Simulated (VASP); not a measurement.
# As2Se (I4_1/amd) in VASP: a series of runs

The runs below take As2Se through single point, relaxation of cell and atoms, with r2SCAN+rVV10, r2SCAN, LDA, PBE.

All numbers are computed with VASP 6.6.1; they aren't measurements. Logs are shortened: lines on timing, memory, paths and dates and some standing lists are left out, and cuts for length are marked.

## Step 1: The cell of the first run

Symmetry: I4_1/amd, No. 141, tetragonal system. Conventional cell: a = 6.987 Å, b = 6.987 Å, c = 5.238 Å, α = 90.00°, β = 90.00°, γ = 90.00°. As (site symmetry 2/m) has 2 Se at 2.63 Å and 6 As at 2.80 to 3.49 Å within 3.5 Å. Within 3.5 Å of Se (site symmetry -4m2) lie 4 As at 2.63 Å.

## Step 2: Single point, r2SCAN+rVV10

POSCAR reads:

```
As2Se
1.0
   -3.4933808724      3.4933808724      2.6189713998
    3.4933808724     -3.4933808724      2.6189713998
    3.4933808724      3.4933808724     -2.6189713998
As Se
4 2
Direct
    0.8750000000      0.1250000000      0.7500000000
    0.3750000000      0.1250000000      0.2500000000
    0.8750000000      0.6250000000      0.7500000000
    0.8750000000      0.1250000000      0.2500000000
    0.5000000000      0.5000000000      0.0000000000
    0.2500000000      0.7500000000      0.5000000000
```

INCAR.step1 reads:

```
SYSTEM = As2Se
  PREC = Accurate
  ENCUT = 520
  ISMEAR = 0
  SIGMA = 0.1
  LREAL = .False.
  LASPH = .True.
  NELM = 80
  NBANDS = 25
  GGA = PE
  ALGO = Normal
  EDIFF = 1E-4
  LWAVE = .True.
  LCHARG = .False.
```

INCAR.step2 reads:

```
SYSTEM = As2Se
  PREC = Accurate
  ENCUT = 520
  EDIFF = 1E-7
  ISMEAR = 0
  SIGMA = 0.1
  LREAL = .False.
  LASPH = .True.
  NELM = 80
  ALGO = Normal
  ISIF = 2
  LWAVE = .False.
  LCHARG = .False.
  METAGGA = R2SCAN
  LMIXTAU = .True.
  LUSE_VDW = .True.
  IVDW_NL = 2
  BPARAM = 11.95
  CPARAM = 0.0093
  NBANDS = 25
  ISTART = 1
```

KPOINTS reads:

```
Automatic mesh
0
Gamma
  8 8 8
  0 0 0
```

Potentials or basis: VASP PAW PBE potentials, release 64 (As, Se).

The run is started by

```bash
$ cat potpaw_PBE.64/As/POTCAR potpaw_PBE.64/Se/POTCAR > POTCAR
$ cp INCAR.step1 INCAR
$ mpirun -np 1 vasp_std > vasp.out
$ cp INCAR.step2 INCAR
$ mpirun -np 1 vasp_std > vasp.out
```

OUTCAR:

```text
SYSTEM = As2Se
   PREC = Accurate
   ENCUT = 520
   EDIFF = 1E-7
   ISMEAR = 0
   LREAL = .False.
   LASPH = .True.
   NELM = 80
   ISIF = 2
   METAGGA = R2SCAN
   IVDW_NL = 2
   BPARAM = 11.95
   ISTART = 1

 ion  position               nearest neighbor table
   1  0.875  0.125  0.750-   5 2.63   6 2.63   4 2.80   4 2.80   3 2.80   3 2.80
   2  0.375  0.125  0.250-   5 2.63   6 2.63   3 2.80   4 2.80   4 2.80   3 2.80
   3  0.875  0.625  0.750-   5 2.63   6 2.63   1 2.80   2 2.80   1 2.80   2 2.80
   4  0.875  0.125  0.250-   6 2.63   5 2.63   2 2.80   1 2.80   1 2.80   2 2.80
   5  0.500  0.500  0.000-   4 2.63   2 2.63   3 2.63   1 2.63
   6  0.250  0.750  0.500-   1 2.63   2 2.63   3 2.63   4 2.63

  LATTYP: Found a body centered tetragonal cell.
 ALAT       =     6.9867617448
 C/A-ratio  =     0.7496953511

  Lattice vectors:

 A1 = (  -3.4933808724,   3.4933808724,   2.6189713998)
 A2 = (   3.4933808724,  -3.4933808724,   2.6189713998)
 A3 = (   3.4933808724,   3.4933808724,  -2.6189713998)

Analysis of symmetry for initial positions (statically):
=====================================================================
 Subroutine PRICEL returns:
 Original cell was already a primitive cell.

 Routine SETGRP: Setting up the symmetry group for a
 body centered tetragonal supercell.

 Subroutine GETGRP returns: Found 16 space group operations
 (whereof  8 operations were pure point group operations)
 out of a pool of 16 trial point group operations.

The static configuration has the point symmetry D_2d.
 The point group associated with its full space group is D_4h.

Analysis of symmetry for dynamics (positions and initial velocities):
=====================================================================
 Subroutine PRICEL returns:
 Original cell was already a primitive cell.

 Routine SETGRP: Setting up the symmetry group for a
 body centered tetragonal supercell.

 Subroutine GETGRP returns: Found 16 space group operations
 (whereof  8 operations were pure point group operations)
 out of a pool of 16 trial point group operations.

The dynamic configuration has the point symmetry D_2d.
 The point group associated with its full space group is D_4h.

 Subroutine INISYM returns: Found 16 space group operations
 (whereof  8 operations are pure point group operations),
 and found     1 'primitive' translations

----------------------------------------------------------------------------------------

                                     Primitive cell

  volume of cell :     127.8447

  direct lattice vectors                    reciprocal lattice vectors
    -3.493380872  3.493380872  2.618971400     0.000000000  0.143127823  0.190914647
     3.493380872 -3.493380872  2.618971400     0.143127823  0.000000000  0.190914647
     3.493380872  3.493380872 -2.618971400     0.143127823  0.143127823  0.000000000

  length of vectors
     5.591639387  5.591639387  5.591639387     0.238608416  0.238608416  0.202413309

  position of ions in fractional coordinates (direct lattice)
     0.875000000  0.125000000  0.750000000
     0.375000000  0.125000000  0.250000000
     0.875000000  0.625000000  0.750000000
     0.875000000  0.125000000  0.250000000
     0.500000000  0.500000000  0.000000000
     0.250000000  0.750000000  0.500000000

  ion indices of the primitive-cell ions
   primitive index   ion index
                 1           1
                 2           2
                 3           3
                 4           4
                 5           5
                 6           6

----------------------------------------------------------------------------------------

 KPOINTS: Automatic mesh

Automatic generation of k-mesh.
 Grid dimensions read from file:
 generate k-points for:    8    8    8

 Generating k-lattice:

  Cartesian coordinates                     Fractional coordinates (reciprocal lattice)
     0.000000000  0.017890978  0.023864331     0.125000000  0.000000000  0.000000000
     0.017890978  0.000000000  0.023864331     0.000000000  0.125000000  0.000000000
     0.017890978  0.017890978  0.000000000     0.000000000  0.000000000  0.125000000

  Length of vectors
     0.029826052  0.029826052  0.025301664

  Shift w.r.t. Gamma in fractional coordinates (k-lattice)
     0.000000000  0.000000000  0.000000000

 Subroutine IBZKPT returns following result:
 ===========================================

 Found     59 irreducible k-points:

 Following reciprocal coordinates:
            Coordinates               Weight
  0.000000  0.000000  0.000000      1.000000
  0.125000 -0.000000  0.000000      8.000000
  0.250000 -0.000000  0.000000      8.000000
  0.375000  0.000000  0.000000      8.000000
  0.500000 -0.000000  0.000000      4.000000
  0.125000  0.125000  0.000000      8.000000
[... 16 lines left out ...]
  0.250000  0.125000  0.125000     16.000000
  0.375000  0.125000  0.125000      8.000000
 [... further k-points ...]
   k-points           NKPTS =     59   k-points in BZ     NKDIM =     59   number of bands    NBANDS=     25
   number of dos      NEDOS =    301   number of ions     NIONS =      6
   total plane-waves  NPLWV =  74088
   dimension x,y,z NGX =    42 NGY =   42 NGZ =   42
   dimension x,y,z NGXF=    84 NGYF=   84 NGZF=   84
   ions per type =               4   2
   NGX,Y,Z   is equivalent  to a cutoff of  12.49, 12.49, 12.49 a.u.
   NGXF,Y,Z  is equivalent  to a cutoff of  24.97, 24.97, 24.97 a.u.
 SYSTEM =  As2Se
   PREC   = accura    normal or accurate (medium, high low for compatibility)
   ISTART =      1    job   : 0-new  1-cont  2-samecut
   ICHARG =      0    charge: 1-file 2-atom 10-const
   ISPIN  =      1    spin polarized calculation?
   LNONCOLLINEAR =      F non collinear calculations
   LSORBIT =      F    spin-orbit coupling
   LASPH  =      T    aspherical Exc in radial PAW
   ENCUT  =  520.0 eV  38.22 Ry    6.18 a.u.  10.40 10.40 10.40*2*pi/ulx,y,z
   NELM   =     80;   NELMIN=  2; NELMDL=  0     # of ELM steps
   EDIFF  = 0.1E-06   stopping-criterion for ELM
   LREAL  =      F    real-space projection
   EDIFFG = 0.1E-05   stopping-criterion for IOM
   NSW    =      0    number of steps for IOM
   IBRION =     -1    ionic relax: 0-MD 1-quasi-New 2-CG
   NFREE  =      0    steps in history (QN), initial steepest desc. (CG)
   ISIF   =      2    stress and relaxation
   ISYM   =      2    0-nonsym 1-usesym 2-fastsym
   POTIM  = 0.5000    time-step for ionic-motion
   TEBEG  =    0.0;   TEEND  =   0.0 temperature during run
   PSTRESS=    0.0 pullay stress
   NELECT =      32.0000    total number of electrons
   NUPDOWN=      -1.0000    fix difference up-down
   EMIN   =  10.00;   EMAX   =-10.00  energy-range for DOS
   EFERMI =   0.00;   METHOD = LEGACY
   ISMEAR =     0;   SIGMA  =   0.10  broadening in eV -4-tet -1-fermi 0-gaus
   EFERMI_NEDOS =   21; number of points for ismear=-14 and -15
   IALGO  =     38    algorithm
   IMIX   =      4    mixing-type and parameters
     AMIX     =   0.40;   BMIX     =  1.00
     AMIX_MAG =   1.60;   BMIX_MAG =  1.00
  volume/ion in A,a.u.               =      21.31       143.79
  Fermi-wavevector in a.u.,A,eV,Ry     =   1.031725  1.949678 14.482809  1.064456
  Thomas-Fermi vector in A             =   2.165887
   LORBIT       =      0    0 simple, 1 ext, 2 COOP (PROOUT), +10 PAW based schemes
   METAGGA = R2SCAN    functional components
   LHFCALC =     F    Hartree Fock is set to
   AEXX    =    0.0000 exact exchange contribution
   IVDW_NL    =     2    kernel type
   BPARAM     =11.9500
   IVDW    =     0    specifies the selected vdW correction
   LEPSILON=     F    determine dielectric tensor
   LRPA    =     F    only Hartree local field effects (RPA)
 non-spin polarized calculation
 Gauss-broadening in eV      SIGMA  =   0.10
  energy-cutoff  :      520.00
  volume of cell :      127.84
 maximum number of plane-waves:      3468
 NGX is ok and might be reduce to    42
   NGX = 21   NGY = 21   NGZ = 21

 number of electron      32.0000002 magnetization

 Free energy of the ion-electron system (eV)
  ---------------------------------------------------
  ext. energy  EPLUGINS =         0.00000000
  ---------------------------------------------------
  free energy    TOTEN  =       -86.15437559 eV

  energy without entropy =      -86.14442631  energy(sigma->0) =      -86.14940095

 E-fermi :   5.0132     XC(G=0): -10.5871

 val. band max:        4.9736585681   @ k =   0.5000   0.5000   0.0000
 cond. band min:       5.0255507815   @ k =   0.5000   0.5000   0.1250
 fundamental gap:      0.0518922134
 Fermi energy:         5.0131870149

 k-point     1 :       0.0000    0.0000    0.0000
  band No.  band energies     occupation
      1     -11.0815      2.00000
      2      -8.6796      2.00000
      3      -5.9590      2.00000
      4      -5.9590      2.00000
      5      -5.8789      2.00000
      6      -4.1087      2.00000
[... 17 lines left out ...]
     24      10.9257      0.00000
     25      11.5779      0.00000

 k-point     2 :       0.1250   -0.0000    0.0000
  band No.  band energies     occupation
      1     -10.9667      2.00000
      2      -8.7486      2.00000
      3      -6.2527      2.00000
      4      -5.9980      2.00000
      5      -5.9206      2.00000
      6      -4.2411      2.00000
[... 17 lines left out ...]
     24      10.5413      0.00000
     25      11.9293      0.00000

 k-point     3 :       0.2500   -0.0000    0.0000
  band No.  band energies     occupation
      1     -10.6292      2.00000
      2      -8.8977      2.00000
      3      -7.0751      2.00000
      4      -6.0868      2.00000
      5      -6.0759      2.00000
      6      -4.0930      2.00000
[... 552 lines left out ...]
 k-point    23 :       0.2500    0.1250    0.1250
  band No.  band energies     occupation
      1      -9.9778      2.00000
      2      -9.1463      2.00000
      3      -7.9196      2.00000
      4      -7.2241      2.00000
      5      -5.2130      2.00000
      6      -3.6984      2.00000
[... 17 lines left out ...]
     24       9.7948      0.00000
     25      11.3703      0.00000

 k-point    24 :       0.3750    0.1250    0.1250
  band No.  band energies     occupation
      1      -9.5067      2.00000
      2      -9.3189      2.00000
      3      -8.3785      2.00000
      4      -7.3820      2.00000
      5      -5.1628      2.00000
      6      -3.4729      2.00000
[... 17 lines left out ...]
     24       9.7871      0.00000
     25      11.4248      0.00000

 [... further k-points ...]

------------------------ aborting loop because EDIFF is reached ----------------------------------------

  FORCE on cell =-STRESS in cart. coord.  units (eV):
  Direction    XX          YY          ZZ          XY          YZ          ZX
  --------------------------------------------------------------------------------------
  -------------------------------------------------------------------------------------
  Total        0.1283440      0.1283440      0.1419304      0.0000000      0.0000000      0.0000000
  in kB        1.6084351      1.6084351      1.7787034      0.0000000      0.0000000      0.0000000
  external PRESSURE =       1.6651912 kB  Pullay stress =       0.0000000 kB

 VOLUME and BASIS-vectors are now :
 -----------------------------------------------------------------------------
  energy-cutoff  :      520.00
  volume of cell :      127.84
      direct lattice vectors                 reciprocal lattice vectors
    -3.493380872  3.493380872  2.618971400     0.000000000  0.143127823  0.190914647
     3.493380872 -3.493380872  2.618971400     0.143127823  0.000000000  0.190914647
     3.493380872  3.493380872 -2.618971400     0.143127823  0.143127823  0.000000000

 POSITION                                       TOTAL-FORCE (eV/Angst)
 -----------------------------------------------------------------------------------
      0.00000      5.24007      0.65474         0.000000     -0.000000     -0.000000
     -0.00000      1.74669      0.65474         0.000000     -0.000000     -0.000000
      1.74669      3.49338      1.96423         0.000000     -0.000000     -0.000000
     -1.74669      3.49338      1.96423         0.000000     -0.000000     -0.000000
      0.00000      0.00000      2.61897        -0.000000     -0.000000      0.000000
      3.49338     -0.00000      1.30949         0.000000      0.000000     -0.000000
 -----------------------------------------------------------------------------------
    total drift:                               -0.000000      0.000000     -0.000000

  FREE ENERGIE OF THE ION-ELECTRON SYSTEM (eV)
  ---------------------------------------------------
  free  energy   TOTEN  =       -86.1543755882 eV

  energy  without entropy=      -86.1444263085  energy(sigma->0) =      -86.14940095
```

Run time: 9.9 min. Hardware: 1 thread of Intel Xeon 6975P-C, shared host; peak memory 0.66 GiB.

What came out:

- Free energy: -86.1544 eV
- Pressure: 0.2 GPa
- Band gap on the k mesh: zero (band 16 reaches 5.29 eV, above the bottom of band 17 at 4.79 eV)

Levels at points of the mesh, in eV from the Fermi level:
| k point | band 12 | band 13 | band 14 | band 15 | band 16 | band 17 | band 18 | band 19 | band 20 | band 21 |
| --- | --- | --- | --- | --- | --- | --- | --- | --- | --- | --- |
| (0.00, 0.00, 0.00) | -3.27 | -3.27 | -2.95 | -2.95 | -1.02 | 2.64 | 3.18 | 3.18 | 3.73 | 4.23 |
| (0.50, 0.00, 0.00) | -2.74 | -1.91 | -1.70 | -0.65 | -0.06 | 0.20 | 0.61 | 1.67 | 2.73 | 3.21 |
| (0.50, 0.50, 0.00) | -2.53 | -1.58 | -1.58 | -1.27 | -1.27 | -0.04 | -0.04 | 2.03 | 2.03 | 4.07 |
| (0.50, 0.50, 0.50) | -2.60 | -0.87 | -0.87 | -0.48 | -0.48 | 0.38 | 0.38 | 0.46 | 0.46 | 2.73 |

Caveat: the PAW data sets were made with another functional, which shifts forces and pressure a little.

## Step 3: Single point, r2SCAN

This run uses another cell than the first one, of 21.59 Å³/atom, 1.013 times its volume.

POSCAR, as its differences from that of step 2:

```diff
@@ -2,5 +2,5 @@
 1.0
-   -3.4933808724      3.4933808724      2.6189713998
-    3.4933808724     -3.4933808724      2.6189713998
-    3.4933808724      3.4933808724     -2.6189713998
+   -3.5142117066      3.5142117066      2.6218479608
+    3.5142117066     -3.5142117066      2.6218479608
+    3.5142117066      3.5142117066     -2.6218479608
 As Se
```

INCAR.step1 reads:

```
ALGO = Normal ; EDIFF = 1E-4
ENCUT = 520 ; GGA = PE
ISMEAR = 0 ; LASPH = T
LCHARG = F ; LREAL = F
LWAVE = T ; NBANDS = 25
NELM = 100 ; PREC = Accurate
SIGMA = 0.1
```

INCAR.step2 reads:

```
ALGO = Normal ; EDIFF = 1E-6
ENCUT = 520 ; ISIF = 2
ISMEAR = 0 ; ISTART = 1
LASPH = T ; LCHARG = T
LELF = T ; LMIXTAU = T
LREAL = F ; LVHAR = T
LWAVE = F ; METAGGA = R2SCAN
NBANDS = 25 ; NELM = 100
PREC = Accurate ; SIGMA = 0.1
```

KPOINTS reads:

```
k-points
0
Gamma
  8 8 8
```

Potentials or basis: VASP PAW PBE potentials, release 64 (As, Se).

The run is started by

```bash
$ cat potpaw_PBE.64/As/POTCAR potpaw_PBE.64/Se/POTCAR > POTCAR
$ cp INCAR.step1 INCAR
$ mpirun -np 1 vasp_std > vasp.out
$ cp INCAR.step2 INCAR
$ mpirun -np 1 vasp_std > vasp.out
```

Wall time 8.2 min (1 thread of Intel Xeon 6975P-C, shared host); peak memory 0.39 GiB.

It converged, with:

```yaml
Free_energy: -86.7269 eV
Pressure: -0.1 GPa
Band_gap_on_the_k_mesh: zero (band 16 reaches 5.14 eV, above the bottom of band 17 at 4.64 eV)
```

Levels at points of the mesh, in eV from the Fermi level:
```
           k point  band 13  band 14  band 15  band 16  band 17  band 18  band 19  band 20
(0.00, 0.00, 0.00)    -3.25    -2.87    -2.87    -1.05     2.61     3.13     3.13     3.81
(0.50, 0.00, 0.00)    -1.89    -1.69    -0.64    -0.04     0.21     0.62     1.64     2.76
(0.50, 0.50, 0.00)    -1.54    -1.54    -1.24    -1.24    -0.03    -0.03     2.03     2.03
(0.50, 0.50, 0.50)    -0.84    -0.84    -0.48    -0.48     0.37     0.37     0.41     0.41
```

Caveat: the PAW data sets were made with another functional, which shifts forces and pressure a little.

## Step 4: Relaxation of cell and atoms, LDA

This run uses another cell than the first one, of 22.04 Å³/atom, 1.034 times its volume.

INCAR reads:

```
SYSTEM = As2Se
PREC     = Accurate       ! precision mode
ENCUT    = 600            ! plane-wave cutoff, eV
EDIFF    = 1E-7           ! SCF threshold, eV
ISMEAR   = 0              ! smearing method
SIGMA    = 0.1            ! smearing width, eV
LREAL    = .False.        ! projectors in reciprocal space
LASPH    = .True.         ! aspherical terms in the spheres
NELM     = 80             ! most SCF steps
ALGO     = Normal         ! electronic algorithm
ISIF     = 3              ! what is computed and relaxed
LWAVE    = .False.        ! write WAVECAR
LCHARG   = .False.        ! write CHGCAR
IBRION   = 2              ! ionic algorithm
NSW      = 80             ! ionic steps
EDIFFG   = -0.01          ! ionic threshold
```

KPOINTS reads:

```
Automatic mesh
0
Gamma
  8 8 8
  0 0 0
```

POSCAR, as its differences from that of step 3:

```diff
@@ -2,5 +2,5 @@
 1.0
-   -3.5142117066      3.5142117066      2.6218479608
-    3.5142117066     -3.5142117066      2.6218479608
-    3.5142117066      3.5142117066     -2.6218479608
+   -3.5294180000      3.5294180000      2.6535710000
+    3.5294180000     -3.5294180000      2.6535710000
+    3.5294180000      3.5294180000     -2.6535710000
 As Se
```

Potentials or basis: VASP PAW LDA potentials, release 64 (As, Se).

The run is started by

```bash
$ cat potpaw_LDA.64/As/POTCAR potpaw_LDA.64/Se/POTCAR > POTCAR
$ mpirun -np 1 vasp_std > vasp.out
```

Wall time 15 min (1 thread of Intel Xeon 6975P-C, shared host); peak memory 0.39 GiB.

Results (log left out):

- Free energy: -29.6286 eV
- Relaxed volume: 20.65 Å³/atom
- Relaxed cell: a = 5.529 Å, b = 5.529 Å, c = 5.529 Å, α = 102.82°, β = 102.82°, γ = 123.80°
- Space group after relaxing (to 0.05 Å): I4_1/amd (No. 141)
- Energy gained by relaxing: 21.4 meV/atom
- Ionic steps: 8
- Pressure after relaxing: 0.0 GPa
- Band gap on the k mesh: zero (band 16 reaches 5.78 eV, above the bottom of band 17 at 5.36 eV)

Step by step:
```
step  energy change (eV)  largest force (eV/Å)  pressure (GPa)  volume (Å³)
   1              0.0000                0.0000           -4.72       132.22
   2             -0.0871                0.0000            3.05       120.17
   3             -0.1262                0.0000           -0.05       124.26
   4             -0.1262                0.0000            0.06       124.10
   5             -0.1275                0.0000            0.09       123.94
   6             -0.1281                0.0000            0.12       123.75
   7             -0.1281                0.0000           -0.11       124.06
   8             -0.1282                0.0000            0.00       123.91
```

Final structure:
```xyz
6
Lattice="-3.4490 3.4490 2.6042 3.4490 -3.4490 2.6042 3.4490 3.4490 -2.6042" Properties=species:S:1:pos:R:3 pbc="T T T"
As    0.0000    5.1735    0.6511
As    0.0000    1.7245    0.6511
As    1.7245    3.4490    1.9532
As   -1.7245    3.4490    1.9532
Se    0.0000    0.0000    2.6042
Se    3.4490    0.0000    1.3021
```

Levels at points of the mesh, in eV from the Fermi level:
```
           k point  band 12  band 13  band 14  band 15  band 16  band 17  band 18  band 19  band 20
(0.00, 0.00, 0.00)    -3.04    -3.04    -2.96    -2.96    -1.03     2.51     3.16     3.16     3.26
(0.50, 0.00, 0.00)    -2.67    -1.86    -1.53    -0.55    -0.06     0.19     0.48     1.58     2.58
(0.50, 0.50, 0.00)    -2.39    -1.47    -1.47    -1.24    -1.24    -0.09    -0.09     1.88     1.88
(0.50, 0.50, 0.50)    -2.61    -0.78    -0.78    -0.38    -0.38     0.41     0.41     0.48     0.48
```

(Part 1 of 2 ends here.)
